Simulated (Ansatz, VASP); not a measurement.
# CeO2 in VASP and in Ansatz

```
Ce O
1.0
     0.00000    2.71865    2.71865
     2.71865    0.00000    2.71865
     2.71865    2.71865    0.00000
Ce O
1 2
Direct
  0.00000 0.00000 0.00000
  0.25000 0.25000 0.25000
  0.75000 0.75000 0.75000
```

Alike in both runs: task single point; functional LDA; k mesh 8 × 8 × 8; no spin polarisation.

|  | VASP | Ansatz |
| --- | --- | --- |
| version | VASP 6.6.1 | Ansatz 0.2.0 |
| potentials or method | VASP PAW LDA potentials, release 64 (Ce, O) | plane waves, PAW |
| plane-wave cutoff (eV) | 600 | 420 |
| occupations | gaussian, width 0.01 eV | fixed |
| valence electrons in the cell | 24 | 24 |

|  | VASP | Ansatz | Ansatz less VASP |
| --- | --- | --- | --- |
| gap on the k mesh at the Fermi level (eV) | 1.83 | 1.90 | +0.071 |
| pressure (GPa) | -7.9 | -8.2 | -0.25 |

LDA's correlation is that of Perdew and Zunger in VASP and of Perdew and Wang (1992) in Ansatz.

Spin-orbit coupling is off throughout.
